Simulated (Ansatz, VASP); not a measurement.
## GaP: VASP beside Ansatz

```
CELL_PARAMETERS angstrom
0.00000 2.72540 2.72540
2.72540 0.00000 2.72540
2.72540 2.72540 0.00000
ATOMIC_POSITIONS crystal
Ga 0.00000 0.00000 0.00000
P 0.25000 0.25000 0.25000
```

Alike in both runs: task single point; functional r2SCAN; k mesh 8 × 8 × 8; no spin polarisation.

|  | VASP | Ansatz |
| --- | --- | --- |
| version | VASP 6.6.1 | Ansatz 0.2.0 |
| potentials or method | VASP PAW PBE potentials, release 64 (Ga_d, P) | plane waves, PAW |
| plane-wave cutoff (eV) | 550 | 500 |
| occupations | gaussian, width 0.01 eV | fixed |
| valence electrons in the cell | 18 | 18 |

Ansatz gave:

- gap on the k mesh at the Fermi level (eV): 1.89
- pressure (GPa): 0.0

Problem. Estimate VASP's values.

Solution. gap on the k mesh at the Fermi level (eV): 1.90; pressure (GPa): 0.0.

VASP's potentials were made for PBE, not for r2SCAN.
